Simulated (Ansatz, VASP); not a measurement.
# Two plane-wave programs on LiCl

The input INCAR:

```
SYSTEM = LiCl
PREC = Accurate
ENCUT = 520
EDIFF = 1E-6
ISMEAR = 0
SIGMA = 0.05
LREAL = .False.
LASPH = .True.
NELM = 80
ALGO = Normal
ISIF = 2
LWAVE = .False.
LCHARG = .False.
GGA = PE
NBANDS = 12
```

KPOINTS

```
Automatic mesh
0
Gamma
  8 8 8
  0 0 0
```

POSCAR

```
LiCl
1.0
    0.0000000000      2.6160552000      2.5647600000
    2.6160552000      0.0000000000      2.5647600000
    2.6160552000      2.6160552000      0.0000000000
Li Cl
1 1
Direct
    0.0000000000      0.0000000000      0.0000000000
    0.5000000000      0.5000000000      0.5000000000
```

Input for Ansatz:

```yaml
crystal:
  lattice:
    - [0.0, 2.6160552, 2.56476]
    - [2.6160552, 0.0, 2.56476]
    - [2.6160552, 2.6160552, 0.0]
  atoms:
    - { symbol: Li, position: [0.0, 0.0, 0.0] }
    - { symbol: Cl, position: [0.5, 0.5, 0.5] }
basis:
  ecutwfc: 420
kpoints:
  mp_grid: { grid: [8, 8, 8] }
hamiltonian:
  xc: pbe
scf:
  occupations: { method: gaussian, width: 0.05 }
output:
  forces: true
  stress: true
  eigenvalues: true
```

Change from the starting cell: strain +0.0200 x Voigt [1, 1, 0, 0, 0, 0], atoms carried along.

Alike in both runs: task single point; functional PBE; k mesh 8 × 8 × 8; occupations gaussian, width 0.05 eV; no spin polarisation.

|  | VASP | Ansatz |
| --- | --- | --- |
| version | VASP 6.6.1 | Ansatz 0.2.0 |
| potentials or method | VASP PAW PBE potentials, release 64 (Li_sv, Cl), cutoff 520 eV | scalar-relativistic, plane waves, PAW |
| valence electrons in the cell | 10 | 10 |

|  | VASP | Ansatz | Ansatz less VASP |
| --- | --- | --- | --- |
| gap on the k mesh at the Fermi level (eV) | 6.10 | 6.09 | -0.011 |
| least direct gap on the mesh (eV) | 6.10 | 6.09 | -0.011 |

The functional is the same, so the differences come from potentials, cutoffs and numerics.

Noted on VASP's run: the cutoff is short for stress, so the pressure is rough.
